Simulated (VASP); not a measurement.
Crystal: KBr.

```
Br K
1.0
     0.00000    3.30000    3.30000
     3.30000    0.00000    3.30000
     3.30000    3.30000    0.00000
Br K
1 1
Direct
  0.50000 0.50000 0.50000
  0.00000 0.00000 0.00000
```

* Program: VASP 6.6.1
* Task: relaxation of cell and atoms
* Functional: PBEsol
* Dispersion: D3(BJ)
* Potentials or basis: VASP PAW PBE potentials, release 64 (Br, K_sv)
* Cutoff: 600 eV
* k mesh: 7 × 7 × 7
* Occupations: fermi-dirac, width 0.05 eV
* Spin: no spin polarisation

At the start: pressure -1.2 GPa; volume 35.94 Å³/atom.

**Question.** Where does the relaxation end?

**Answer.** Over 4 steps the energy falls by 11.5 meV/atom and the volume is 33.14 Å³/atom (-7.8 %); space group Fm-3m (No. 225, to 0.05 Å).

Step by step:
```csv
step,energy change (eV),largest force (eV/Å),pressure (GPa),volume (Å³)
1,0.0000,0.0000,-1.22,71.87
2,-0.0169,0.0000,-0.69,69.07
3,-0.0230,0.0000,-0.07,66.53
4,-0.0231,0.0000,0.01,66.27
```

Final structure:
```cif
data_structure
_symmetry_space_group_name_H-M 'P 1'
_symmetry_Int_Tables_number 1
_cell_length_a 4.5423
_cell_length_b 4.5423
_cell_length_c 4.5423
_cell_angle_alpha 60.000
_cell_angle_beta 60.000
_cell_angle_gamma 60.000
_cell_volume 66.27
loop_
_atom_site_label
_atom_site_type_symbol
_atom_site_fract_x
_atom_site_fract_y
_atom_site_fract_z
_atom_site_occupancy
Br1 Br 0.50000 0.50000 0.50000 1
K1 K 0.00000 0.00000 0.00000 1
```

Caveat: the PAW data sets were made with another functional, which shifts forces and pressure a little.
